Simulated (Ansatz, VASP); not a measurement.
**V in VASP and in Ansatz**

```
V
1.0
     2.44430    0.00000    0.00000
     0.00000    2.44430    0.00000
     0.00000    0.00000    2.44430
V
1
Direct
  0.00000 0.00000 0.00000
```

Alike in both runs: functional PBE; k mesh 13 × 13 × 13; occupations fermi-dirac, width 0.05 eV; collinear spin.

Ansatz relaxed the structure, and its values are those at the end. VASP's run is a single point on that final structure, the one shown.

```csv
,VASP,Ansatz
version,VASP 6.6.1,Ansatz 0.2.0
potentials or method,"VASP PAW PBE potentials, release 64 (V_sv), cutoff 520 eV","plane waves (420 eV) with PAW, scalar-relativistic"
valence electrons in the cell,13,13
```

VASP gave:

- pressure (GPa): 0.3
- net moment per atom (μB): 0.00

**Question.** What did Ansatz give for the same quantities?

**Answer.** Pressure (GPa): 0.0; net moment per atom (μB): 0.00.

Ansatz's warnings: seeded moment not kept.
